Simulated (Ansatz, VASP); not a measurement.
## One calculation of H, two programs

```
H
1.0
     7.11379    0.00000    0.00000
     0.00000    7.11379    0.00000
     0.00000    0.00000    7.11379
H
24
Direct
  0.58027 0.86919 0.50448
  0.60813 0.88523 0.40418
  0.82292 0.51793 0.77233
  0.79084 0.53399 0.67392
  0.21544 0.51547 0.98708
  0.30635 0.56817 0.98671
  0.45903 0.40142 0.73010
  0.51939 0.32133 0.76053
  0.96773 0.79036 0.84050
  0.88414 0.83693 0.88414
  0.56606 0.33603 0.15673
  0.48447 0.27744 0.18809
  0.16542 0.04813 0.04954
  0.17252 0.95544 0.00048
  0.20282 0.54439 0.44364
  0.25561 0.55091 0.35287
  0.42897 0.88585 0.14255
  0.50033 0.82806 0.09015
  0.30998 0.16100 0.54377
  0.24022 0.13783 0.61905
  0.92579 0.58170 0.20577
  0.91707 0.55854 0.10334
  0.08883 0.20965 0.32888
  0.08395 0.21927 0.22391
```

Alike in both runs: functional PBE; k mesh 1 × 1 × 1; occupations fermi-dirac, width 0.05 eV; no spin polarisation.

Ansatz relaxed the structure, and its values are those at the end. VASP's run is a single point on that final structure, the one shown.

```csv
,VASP,Ansatz
version,VASP 6.6.1,Ansatz 0.2.0
potentials or method,"VASP PAW PBE potentials, release 64 (H), cutoff 520 eV","scalar-relativistic, plane waves, PAW"
valence electrons in the cell,24,24
```

Ansatz gave:

| Quantity | Value |
| --- | --- |
| rms of the force components (eV/Å) | 0.052 |

Estimate VASP's values.

rms of the force components (eV/Å): 0.054.

The functional is the same, so the differences come from potentials, cutoffs and numerics.
